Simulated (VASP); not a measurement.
# MgCd2O3 in VASP: further runs, part 2 of 2

VASP 6.6.1. The steps go on from the part before.

## Step 3: Relaxation of cell and atoms, PBE

This run uses another cell than the first one, of 13.14 Å³/atom, 1.074 times its volume.

INCAR reads:

```
SYSTEM = MgCd2O3
PREC = Accurate
ENCUT = 600
EDIFF = 1E-6
ISMEAR = 0
SIGMA = 0.15
LREAL = .False.
LASPH = .True.
NELM = 60
ALGO = Normal
ISIF = 3
LWAVE = .False.
LCHARG = .False.
GGA = PE
IBRION = 2
NSW = 36
EDIFFG = -0.08
```

KPOINTS reads:

```
regular mesh
0
Gamma
  4 4 2
  0 0 0
```

POSCAR reads:

```
MgCd2O3
1.0
    3.3359050000      0.0000000000      0.0000000000
   -1.6679525000      2.8889784800      0.0000000000
    0.0000000000      0.0000000000      8.1806655000
Mg Cd O
1 2 3
Direct
    0.0000000000      0.0000000000      0.0000000000
    0.6666666700      0.3333333300      0.3333000000
    0.3333333300      0.6666666700      0.6667000000
    0.6666666700      0.3333333300      0.8450000000
    0.3333333300      0.6666666700      0.1550000000
    0.0000000000      0.0000000000      0.5000000000
```

Potentials or basis: VASP PAW PBE potentials, release 64 (Mg, Cd, O).

On the command line:

```console
$ cat potpaw_PBE.64/Mg/POTCAR potpaw_PBE.64/Cd/POTCAR potpaw_PBE.64/O/POTCAR > POTCAR
$ mpirun -np 1 vasp_std > vasp.out
```

OUTCAR:

```text
SYSTEM = MgCd2O3
   PREC = Accurate
   ENCUT = 600
   EDIFF = 1E-6
   ISMEAR = 0
   LREAL = .False.
   LASPH = .True.
   NELM = 60
   ISIF = 3
   GGA = PE
   IBRION = 2
   NSW = 36
   EDIFFG = -0.08

 ion  position               nearest neighbor table
   1  0.000  0.000  0.000-   4 2.31   5 2.31   4 2.31   5 2.31   4 2.31   5 2.31   2 3.34   3 3.34
                             3 3.34   2 3.34   2 3.34   3 3.34
   2  0.667  0.333  0.333-   6 2.36   6 2.36   6 2.36   5 2.42   5 2.42   5 2.42   1 3.34   1 3.34
                             1 3.34   3 3.34   3 3.34   3 3.34
   3  0.333  0.667  0.667-   6 2.36   6 2.36   6 2.36   4 2.42   4 2.42   4 2.42   1 3.34   1 3.34
                             1 3.34   2 3.34   2 3.34   2 3.34
   4  0.667  0.333  0.845-   1 2.31   1 2.31   1 2.31   3 2.42   3 2.42   3 2.42
   5  0.333  0.667  0.155-   1 2.31   1 2.31   1 2.31   2 2.42   2 2.42   2 2.42
   6  0.000  0.000  0.500-   2 2.36   3 2.36   2 2.36   3 2.36   2 2.36   3 2.36

  LATTYP: Found a hexagonal cell.
 ALAT       =     3.3359050000
 C/A-ratio  =     2.4523076946

  Lattice vectors:

 A1 = (   3.3359050000,   0.0000000000,   0.0000000000)
 A2 = (  -1.6679525000,   2.8889784800,   0.0000000000)
 A3 = (   0.0000000000,   0.0000000000,   8.1806655000)

Analysis of symmetry for initial positions (statically):
=====================================================================
 Subroutine PRICEL returns:
 Original cell was already a primitive cell.

 Routine SETGRP: Setting up the symmetry group for a
 hexagonal supercell.

 Subroutine GETGRP returns: Found 12 space group operations
 (whereof 12 operations were pure point group operations)
 out of a pool of 24 trial point group operations.

The static configuration has the point symmetry D_3d.

Analysis of symmetry for dynamics (positions and initial velocities):
=====================================================================
 Subroutine PRICEL returns:
 Original cell was already a primitive cell.

 Routine SETGRP: Setting up the symmetry group for a
 hexagonal supercell.

 Subroutine GETGRP returns: Found 12 space group operations
 (whereof 12 operations were pure point group operations)
 out of a pool of 24 trial point group operations.

The dynamic configuration has the point symmetry D_3d.

 Subroutine INISYM returns: Found 12 space group operations
 (whereof 12 operations are pure point group operations),
 and found     1 'primitive' translations

----------------------------------------------------------------------------------------

                                     Primitive cell

  volume of cell :      78.8400

  direct lattice vectors                    reciprocal lattice vectors
     3.335905000  0.000000000  0.000000000     0.299768728  0.173071556  0.000000000
    -1.667952500  2.888978480  0.000000000     0.000000000  0.346143111  0.000000000
     0.000000000  0.000000000  8.180665500     0.000000000  0.000000000  0.122239444

  length of vectors
     3.335905000  3.335905005  8.180665500     0.346143112  0.346143111  0.122239444

  position of ions in fractional coordinates (direct lattice)
     0.000000000  0.000000000  0.000000000
     0.666666670  0.333333330  0.333300000
     0.333333330  0.666666670  0.666700000
     0.666666670  0.333333330  0.845000000
     0.333333330  0.666666670  0.155000000
     0.000000000  0.000000000  0.500000000

  ion indices of the primitive-cell ions
   primitive index   ion index
                 1           1
                 2           2
                 3           3
                 4           4
                 5           5
                 6           6

----------------------------------------------------------------------------------------

 KPOINTS: regular mesh

Automatic generation of k-mesh.
 Grid dimensions read from file:
 generate k-points for:    4    4    2

 Generating k-lattice:

  Cartesian coordinates                     Fractional coordinates (reciprocal lattice)
[... 36 lines left out ...]
   ICHARG =      2    charge: 1-file 2-atom 10-const
   ISPIN  =      1    spin polarized calculation?
   LNONCOLLINEAR =      F non collinear calculations
   LSORBIT =      F    spin-orbit coupling
   LASPH  =      T    aspherical Exc in radial PAW
   ENCUT  =  600.0 eV  44.10 Ry    6.64 a.u.   6.66  6.66 16.34*2*pi/ulx,y,z
   NELM   =     60;   NELMIN=  2; NELMDL= -5     # of ELM steps
   EDIFF  = 0.1E-05   stopping-criterion for ELM
   LREAL  =      F    real-space projection
   EDIFFG = -.8E-01   stopping-criterion for IOM
   NSW    =     36    number of steps for IOM
   IBRION =      2    ionic relax: 0-MD 1-quasi-New 2-CG
   NFREE  =      1    steps in history (QN), initial steepest desc. (CG)
   ISIF   =      3    stress and relaxation
   ISYM   =      2    0-nonsym 1-usesym 2-fastsym
   POTIM  = 0.5000    time-step for ionic-motion
   TEBEG  =    0.0;   TEEND  =   0.0 temperature during run
   PSTRESS=    0.0 pullay stress
   NELECT =      44.0000    total number of electrons
   NUPDOWN=      -1.0000    fix difference up-down
   EMIN   =  10.00;   EMAX   =-10.00  energy-range for DOS
   EFERMI =   0.00;   METHOD = LEGACY
   ISMEAR =     0;   SIGMA  =   0.15  broadening in eV -4-tet -1-fermi 0-gaus
   EFERMI_NEDOS =   21; number of points for ismear=-14 and -15
   IALGO  =     38    algorithm
   IMIX   =      4    mixing-type and parameters
     AMIX     =   0.40;   BMIX     =  1.00
     AMIX_MAG =   1.60;   BMIX_MAG =  1.00
  volume/ion in A,a.u.               =      13.14        88.67
  Fermi-wavevector in a.u.,A,eV,Ry     =   1.347856  2.547079 24.717921  1.816716
  Thomas-Fermi vector in A             =   2.475573
   LORBIT       =      0    0 simple, 1 ext, 2 COOP (PROOUT), +10 PAW based schemes
   GGA     = PE    functional components
   LHFCALC =     F    Hartree Fock is set to
   AEXX    =    0.0000 exact exchange contribution
   IVDW    =     0    specifies the selected vdW correction
   LEPSILON=     F    determine dielectric tensor
   LRPA    =     F    only Hartree local field effects (RPA)
 conjugate gradient relaxation of ions
 non-spin polarized calculation
 Gauss-broadening in eV      SIGMA  =   0.15
  energy-cutoff  :      600.00
  volume of cell :       78.84
 maximum number of plane-waves:      2684
 NGX is ok and might be reduce to    28

--------------------------------------- Ionic step        1  -------------------------------------------

 number of electron      44.0000001 magnetization

 Free energy of the ion-electron system (eV)
  ---------------------------------------------------
  ext. energy  EPLUGINS =         0.00000000
  ---------------------------------------------------
  free energy    TOTEN  =       -26.78527173 eV

  energy without entropy =      -26.78302706  energy(sigma->0) =      -26.78414940

------------------------ aborting loop because EDIFF is reached ----------------------------------------

  FORCE on cell =-STRESS in cart. coord.  units (eV):
  Direction    XX          YY          ZZ          XY          YZ          ZX
  --------------------------------------------------------------------------------------
  -------------------------------------------------------------------------------------
  Total       -3.1976924     -3.1976924     -2.9412933     -0.0000000      0.0000000      0.0000000
  in kB      -64.9831342    -64.9831344    -59.7726204     -0.0000000      0.0000000      0.0000000
  external PRESSURE =     -63.2462963 kB  Pullay stress =       0.0000000 kB
[... 227 lines left out ...]
--------------------------------------- Ionic step        7  -------------------------------------------

 number of electron      43.9999997 magnetization

 Free energy of the ion-electron system (eV)
  ---------------------------------------------------
  ext. energy  EPLUGINS =         0.00000000
  ---------------------------------------------------
  free energy    TOTEN  =       -27.04513334 eV

  energy without entropy =      -27.04473211  energy(sigma->0) =      -27.04493273

 E-fermi :   2.2926     XC(G=0): -11.2891

 val. band max:        1.9867634163   @ k =   0.5000   0.0000   0.5000
 cond. band min:       2.5383928111   @ k =   0.0000   0.0000   0.0000
 fundamental gap:      0.5516293949
 Fermi energy:         2.2925572712

 k-point     1 :       0.0000    0.0000    0.0000
  band No.  band energies     occupation
      1     -15.0290      2.00000
      2     -14.5764      2.00000
      3     -14.1969      2.00000
      4      -5.1722      2.00000
      5      -4.8982      2.00000
      6      -4.8982      2.00000
[... 254 lines left out ...]
  FREE ENERGIE OF THE ION-ELECTRON SYSTEM (eV)
  ---------------------------------------------------
  free  energy   TOTEN  =       -27.0451333446 eV

  energy  without entropy=      -27.0447321149  energy(sigma->0) =      -27.04493273

 reached required accuracy - stopping structural energy minimisation
```

Run time: 1.7 min. Hardware: 1 thread of Intel Xeon Platinum 8375C at 2.90GHz (Ice Lake), shared host; peak memory 0.24 GiB.

What came out:

```
Free energy                            : -27.0451 eV
Relaxed volume                         : 12.33 Å³/atom
Relaxed cell                           : a = 3.249 Å, b = 3.249 Å, c = 8.091 Å, α = 90.00°, β = 90.00°, γ = 120.00°
Space group after relaxing (to 0.05 Å) : P-3m1 (No. 164)
Energy gained by relaxing              : 43.3 meV/atom
Ionic steps                            : 7
Pressure after relaxing                : -0.5 GPa
Largest force after relaxing           : 0.009 eV/Å
Band gap on the k mesh                 : 0.55 eV, indirect (the least direct gap lies 4.3 meV higher)
```

Forces in eV/Å, atoms in the order of the input:
```
Mg   0.000  0.000  0.000
Cd   0.000  0.000 -0.003
Cd   0.000  0.000  0.003
O    0.000  0.000 -0.009
O    0.000  0.000  0.009
O    0.000  0.000  0.000
```

Stress tensor (GPa, compression positive):
```
-0.58  0.00  0.00
 0.00 -0.58  0.00
 0.00  0.00 -0.22
```

Step by step:
| step | energy change (eV) | largest force (eV/Å) | pressure (GPa) | volume (Å³) |
| --- | --- | --- | --- | --- |
| 1 | 0.0000 | 0.7158 | -6.32 | 78.84 |
| 2 | -0.1635 | 0.7447 | 2.45 | 73.07 |
| 3 | -0.1636 | 0.7444 | 2.32 | 73.14 |
| 4 | -0.2387 | 0.3488 | 1.35 | 73.24 |
| 5 | -0.2585 | 0.0322 | 0.70 | 73.33 |
| 6 | -0.2585 | 0.0416 | 0.67 | 73.33 |
| 7 | -0.2599 | 0.0085 | -0.46 | 73.96 |

Final structure:
```cif
data_structure
_symmetry_space_group_name_H-M 'P 1'
_symmetry_Int_Tables_number 1
_cell_length_a 3.2488
_cell_length_b 3.2488
_cell_length_c 8.0912
_cell_angle_alpha 90.000
_cell_angle_beta 90.000
_cell_angle_gamma 120.000
_cell_volume 73.96
loop_
_atom_site_label
_atom_site_type_symbol
_atom_site_fract_x
_atom_site_fract_y
_atom_site_fract_z
_atom_site_occupancy
Mg1 Mg 0.00000 0.00000 0.00000 1
Cd1 Cd 0.66667 0.33333 0.32282 1
Cd2 Cd 0.33333 0.66667 0.67718 1
O1 O 0.66667 0.33333 0.85976 1
O2 O 0.33333 0.66667 0.14024 1
O3 O 0.00000 0.00000 0.50000 1
```

Caveat: the k points lie up to 0.56 Å⁻¹ apart in the final cell; the relaxation stopped at a loose force limit of 0.08 eV/Å, so its end isn't a converged minimum. PBE gaps usually lie below the measured ones, often by a third to a half.

## Step 4: Single point, PBE

INCAR reads:

```
  PREC = Accurate
  ENCUT = 520
  EDIFF = 1E-7
  ISMEAR = 0
  SIGMA = 0.02
  LREAL = False
  LASPH = True
  NELM = 60
  ALGO = Normal
  ISIF = 2
  LWAVE = False
  LCHARG = False
  GGA = PE
  NBANDS = 31
```

KPOINTS reads:

```
regular mesh
0
Gamma
  12 12 4
```

POSCAR reads:

```
MgCd2O3
1.0
    3.2381692209      0.0000000000      0.0000000000
   -1.6190846104      2.8043368071      0.0000000000
    0.0000000000      0.0000000000      8.0911212327
Mg Cd O
1 2 3
Direct
    0.0000000000      0.0000000000      0.0000000000
    0.6666666667      0.3333333333      0.3232322815
    0.3333333333      0.6666666667      0.6767677185
    0.6666666667      0.3333333333      0.8586371444
    0.3333333333      0.6666666667      0.1413628556
    0.0000000000      0.0000000000      0.5000000000
```

On the command line:

```console
$ cat potpaw_PBE.64/Mg/POTCAR potpaw_PBE.64/Cd/POTCAR potpaw_PBE.64/O/POTCAR > POTCAR
$ mpirun -np 1 vasp_std > vasp.out
```

Run time: 1.9 min. Hardware: 1 thread of Intel Xeon Platinum 8375C at 2.90GHz (Ice Lake), shared host; peak memory 0.27 GiB.

It converged, with:

```yaml
Free_energy: -27.0665 eV
Pressure: 0.8 GPa
Largest_force: 0.099 eV/Å
Band_gap_on_the_k_mesh: 0.58 eV, indirect (the least direct gap lies 1.4 meV higher)
```

Forces in eV/Å, atoms in the order of the input:
```
Mg   0.000  0.000  0.000
Cd   0.000  0.000 -0.017
Cd   0.000  0.000  0.017
O    0.000  0.000  0.099
O    0.000  0.000 -0.099
O    0.000  0.000  0.000
```

Stress tensor (GPa, compression positive):
```
0.73 0.00 0.00
0.00 0.73 0.00
0.00 0.00 0.88
```

Levels at points of the mesh, in eV from the valence-band top:
| k point | band 18 | band 19 | band 20 | band 21 | band 22 | band 23 | band 24 | band 25 | band 26 | band 27 |
| --- | --- | --- | --- | --- | --- | --- | --- | --- | --- | --- |
| (0.00, 0.00, 0.00) | -0.80 | -0.78 | -0.78 | 0.00 | 0.00 | 0.58 | 4.32 | 4.79 | 8.81 | 10.79 |
| (0.50, 0.00, 0.00) | -1.83 | -1.19 | -0.80 | -0.66 | -0.34 | 4.61 | 5.57 | 6.27 | 7.37 | 9.78 |
| (0.00, 0.00, 0.50) | -1.04 | -0.42 | -0.42 | -0.13 | -0.13 | 2.01 | 2.83 | 5.45 | 8.54 | 12.55 |
| (0.50, 0.00, 0.50) | -1.66 | -1.53 | -1.33 | -0.11 | 0.00 | 4.80 | 5.06 | 6.20 | 7.68 | 9.49 |

PBE gaps usually lie below the measured ones, often by a third to a half.

## Step 5: Single point, PBE

This run uses another cell than the first one: it holds 12 atoms, not 6.

INCAR reads:

```
SYSTEM = MgCd2O3
ALGO = Normal
EDIFF = 1E-7
ENCUT = 520
GGA = PE
ISIF = 2
ISMEAR = 0
LASPH = .TRUE.
LCHARG = .FALSE.
LREAL = .FALSE.
LWAVE = .FALSE.
NBANDS = 56
NELM = 100
PREC = Accurate
SIGMA = 0.1
```

KPOINTS reads:

```
k-points
0
G
  4 4 2
  0 0 0
```

POSCAR reads:

```
MgCd2O3
1.0
    3.2381692209      0.0000000000      0.0000000000
    0.0000000001      5.6086736142      0.0000000000
    0.0000000000      0.0000000000      8.0911212327
Mg Cd O
2 4 6
Direct
    0.0000000000      0.0000000000      0.0000000000
    0.5000000000      0.5000000000      1.0000000000
    0.5000000000      0.1666666667      0.3232322815
    1.0000000000      0.6666666667      0.3232322815
    0.0000000000      0.3333333333      0.6767677185
    0.5000000000      0.8333333333      0.6767677185
    0.5000000000      0.1666666667      0.8586371444
    1.0000000000      0.6666666667      0.8586371444
    0.0000000000      0.3333333333      0.1413628556
    0.5000000000      0.8333333333      0.1413628556
    0.0000000000      0.0000000000      0.5000000000
    0.5000000000      0.5000000000      0.5000000000
```

On the command line:

```console
$ cat potpaw_PBE.64/Mg/POTCAR potpaw_PBE.64/Cd/POTCAR potpaw_PBE.64/O/POTCAR > POTCAR
$ mpirun -np 1 vasp_std > vasp.out
```

It took 2.1 min on 1 thread of Intel Xeon Platinum 8375C at 2.90GHz (Ice Lake), shared host; peak memory 0.3 GiB.

Results (log left out):

```
Free energy            : -54.1029 eV
Pressure               : 0.7 GPa
Largest force          : 0.099 eV/Å
Band gap on the k mesh : 0.58 eV
```

Forces on the atoms (eV/Å):
```
Mg   0.000  0.000  0.000
Mg   0.000  0.000  0.000
Cd   0.000  0.001 -0.016
Cd   0.000  0.001 -0.016
Cd   0.000 -0.001  0.016
Cd   0.000 -0.001  0.016
O    0.000 -0.005  0.099
O    0.000 -0.005  0.099
O    0.000  0.005 -0.099
O    0.000  0.005 -0.099
O    0.000  0.000  0.000
O    0.000  0.000  0.000
```

Stress tensor (GPa, compression positive):
```
 0.83  0.00  0.00
 0.00  0.61 -0.03
 0.00 -0.03  0.81
```

Levels at points of the mesh, in eV from the valence-band top:
| k point | band 41 | band 42 | band 43 | band 44 | band 45 | band 46 | band 47 | band 48 |
| --- | --- | --- | --- | --- | --- | --- | --- | --- |
| (0.00, 0.00, 0.00) | -0.67 | -0.34 | 0.00 | 0.00 | 0.58 | 4.31 | 4.60 | 4.78 |
| (0.50, 0.00, 0.00) | -0.89 | -0.89 | -0.09 | -0.09 | 5.31 | 5.31 | 5.53 | 5.53 |
| (0.00, 0.50, 0.00) | -0.32 | -0.32 | -0.21 | -0.21 | 3.12 | 3.12 | 4.95 | 4.95 |
| (0.50, 0.50, 0.00) | -0.67 | -0.67 | -0.35 | -0.35 | 4.60 | 4.60 | 5.56 | 5.56 |
| (0.00, 0.00, 0.50) | -0.13 | -0.13 | -0.11 | 0.00 | 2.01 | 2.82 | 4.80 | 5.05 |
| (0.50, 0.00, 0.50) | -0.69 | -0.69 | -0.57 | -0.57 | 5.26 | 5.26 | 5.62 | 5.62 |
| (0.00, 0.50, 0.50) | -0.60 | -0.60 | -0.15 | -0.15 | 3.41 | 3.41 | 4.48 | 4.48 |
| (0.50, 0.50, 0.50) | -0.11 | -0.11 | 0.00 | 0.00 | 4.80 | 4.80 | 5.05 | 5.05 |

Caveat: the k points lie up to 0.49 Å⁻¹ apart.

## Step 6: Single point, PBE

This run uses another cell than the first one: it holds 12 atoms, not 6.

INCAR reads:

```
SYSTEM = MgCd2O3
  ALGO = Normal
  EDIFF = 1E-6
  ENCUT = 520
  GGA = PE
  ISIF = 2
  ISMEAR = 0
  LASPH = .TRUE.
  LCHARG = .FALSE.
  LREAL = .FALSE.
  LWAVE = .FALSE.
  NBANDS = 56
  NELM = 80
  PREC = Accurate
  SIGMA = 0.1
```

KPOINTS is that of step 5.

POSCAR reads:

```
MgCd2O3
1.0
    3.2416220948     -0.0003257779      0.0003127671
   -0.0007047573      5.6050381182     -0.0016704725
    0.0007293425     -0.0023400773      8.0867171820
Mg Cd O
2 4 6
Direct
    0.0000054976     -0.0000022970      0.0000071413
    0.5000732380      0.5000016388      1.0000053414
    0.5000872139      0.1666422393      0.3232246486
    1.0001088786      0.6666519899      0.3232191311
   -0.0000620851      0.3333551122      0.6767867938
    0.4999235025      0.8333509650      0.6767763604
    0.4998981964      0.1666150067      0.8585823934
    0.9998889951      0.6666220152      0.8585826866
    0.0000463061      0.3333727028      0.1414024146
    0.5000325469      0.8333816090      0.1414112839
   -0.0000044971      0.0000140101      0.5000076721
    0.5000022072      0.4999950082      0.4999941328
```

Potentials or basis: VASP PAW PBE potentials, release 64 (Mg, Cd, O).

On the command line:

```console
$ cat potpaw_PBE.64/Mg/POTCAR potpaw_PBE.64/Cd/POTCAR potpaw_PBE.64/O/POTCAR > POTCAR
$ mpirun -np 1 vasp_std > vasp.out
```

Wall time 2.3 min (1 thread of Intel Xeon Platinum 8375C at 2.90GHz (Ice Lake), shared host); peak memory 0.31 GiB.

Results (log left out):

* Free energy: -54.1027 eV
* Pressure: 0.8 GPa
* Largest force: 0.104 eV/Å
* Band gap on the k mesh: 0.58 eV

Forces on the atoms (eV/Å):
```
Mg   0.000  0.000 -0.001
Mg  -0.001  0.000 -0.001
Cd  -0.001  0.000 -0.012
Cd  -0.001 -0.001 -0.011
Cd   0.000  0.000  0.012
Cd   0.000  0.000  0.012
O    0.001 -0.002  0.104
O    0.001 -0.002  0.104
O    0.000  0.002 -0.103
O    0.000  0.002 -0.104
O    0.000 -0.001 -0.001
O    0.000  0.000  0.000
```

Stress tensor (GPa, compression positive):
```
 0.70  0.01 -0.01
 0.01  0.69 -0.01
-0.01 -0.01  0.89
```

Levels at points of the mesh, in eV from the valence-band top:
```tsv
k point	band 42	band 43	band 44	band 45	band 46	band 47
(0.00, 0.00, 0.00)	-0.35	0.00	0.00	0.58	4.31	4.61
(0.50, 0.00, 0.00)	-0.89	-0.09	-0.09	5.31	5.31	5.54
(0.00, 0.50, 0.00)	-0.32	-0.22	-0.22	3.13	3.13	4.95
(0.50, 0.50, 0.00)	-0.67	-0.34	-0.34	4.60	4.60	5.57
(0.00, 0.00, 0.50)	-0.13	-0.11	0.00	2.01	2.82	4.80
(0.50, 0.00, 0.50)	-0.69	-0.58	-0.58	5.26	5.26	5.62
(0.00, 0.50, 0.50)	-0.60	-0.15	-0.15	3.42	3.42	4.48
(0.50, 0.50, 0.50)	-0.11	0.00	0.00	4.80	4.80	5.06
```

Caveat: the k points lie up to 0.48 Å⁻¹ apart. As with any semilocal functional, this PBE gap is likely too small.

## Step 7: The runs side by side

| task | cell | k mesh | cutoff (eV) | smearing | gap on the mesh (eV) | pressure (GPa) | largest force (eV/Å) |
| --- | --- | --- | --- | --- | --- | --- | --- |
| single point | a = 3.237, b = 3.237, c = 8.090 Å, angles 90.0, 90.0, 120.0°, 6 atoms | 4 × 4 × 2 | 520 | gaussian 0.15 eV | 0.57 | 0.9 | 0.16 |
| relaxation of cell and atoms | relaxed from a = 3.336, b = 3.336, c = 8.181 Å, angles 90.0, 90.0, 120.0°, 6 atoms | 4 × 4 × 2 | 600 | gaussian 0.15 eV | 0.55 | -0.5 | 0.01 |
| single point | a = 3.238, b = 3.238, c = 8.091 Å, angles 90.0, 90.0, 120.0°, 6 atoms | 12 × 12 × 4 | 520 | gaussian 0.02 eV | 0.58 | 0.8 | 0.10 |
| single point | a = 3.238, b = 5.609, c = 8.091 Å, 12 atoms | 4 × 4 × 2 | 520 | gaussian 0.1 eV | 0.58 | 0.7 | 0.10 |
| single point | a = 3.242, b = 5.605, c = 8.087 Å, 12 atoms | 4 × 4 × 2 | 520 | gaussian 0.1 eV | 0.58 | 0.8 | 0.10 |

Some of these runs hold the atoms at other places in the same cell, which the table doesn't show; runs alike in all that it shows share one row.

Alike in all rows: level PBE; potentials or basis VASP PAW PBE potentials, release 64 (Mg, Cd, O); no spin polarisation.

Caveats: some runs use coarse meshes; the relaxation stopped at a loose force limit of 0.08 eV/Å, so its end isn't a converged minimum (some runs).

Absolute energies hang on the potentials; compare differences alone.
